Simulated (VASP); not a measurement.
Here is a VASP 6.6.1 calculation.

INCAR

```
PREC     = Accurate       # precision mode
ENCUT    = 520            # plane-wave cutoff, eV
EDIFF    = 1E-6           # SCF threshold, eV
ISMEAR   = -1             # smearing method
SIGMA    = 0.13605693000000002 # smearing width, eV
LREAL    = False          # projectors in reciprocal space
LASPH    = True           # aspherical terms in the spheres
NELM     = 60             # most SCF steps
ALGO     = Normal         # electronic algorithm
ISIF     = 2              # what is computed and relaxed
LWAVE    = False          # write WAVECAR
LCHARG   = False          # write CHGCAR
GGA      = PS             # functional
NBANDS   = 12             # bands
```

The input KPOINTS:

```
Automatic mesh
0
Gamma
  14 14 14
```

POSCAR

```
Ag
1.0
   -1.6128522156      1.6128522156      1.6128522156
    1.6128522156     -1.6128522156      1.6128522156
    1.6128522156      1.6128522156     -1.6128522156
Ag
1
Direct
    0.0000000000      0.0000000000      0.0000000000
```

Potentials or basis: VASP PAW PBE potentials, release 64 (Ag).

Command:

```sh
$ cat potpaw_PBE.64/Ag/POTCAR > POTCAR
$ mpirun -np 1 vasp_std > vasp.out
```

(1) Predict the pressure.

Results:

(1) -0.2 GPa.

Caveat: the PAW data sets were made with another functional, which shifts forces and pressure a little.
